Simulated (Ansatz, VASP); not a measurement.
## Zn3S in VASP and in Ansatz

```
Zn S
1.0
     4.04456    0.00000    0.00000
     0.00000    4.04456    0.00000
     0.00000    0.00000    4.02065
Zn S
3 1
Cartesian
  0.0000 2.0223 2.0103
  2.0223 0.0000 2.0103
  2.0223 2.0223 0.0000
  0.0000 0.0000 0.0000
```

Alike in both runs: functional PBE; k mesh 4 × 4 × 4; occupations gaussian, width 0.1 eV; no spin polarisation.

Ansatz relaxed the structure, and its values are those at the end. VASP's run is a single point on that final structure, the one shown.

|  | VASP | Ansatz |
| --- | --- | --- |
| version | VASP 6.6.1 | Ansatz 0.2.0 |
| potentials or method | VASP PAW PBE potentials, release 64 (Zn, S), cutoff 520 eV | scalar-relativistic, plane waves, PAW |
| valence electrons in the cell | 42 | 42 |

|  | VASP | Ansatz | Ansatz less VASP |
| --- | --- | --- | --- |
| gap on the k mesh at the Fermi level (eV) | none | none | - |
| pressure (GPa) | 0.3 | 0.1 | -0.15 |

A gap of «none» marks a metal or a gap that the smearing closes.

The k mesh is coarse, so the values compare programs but aren't converged.
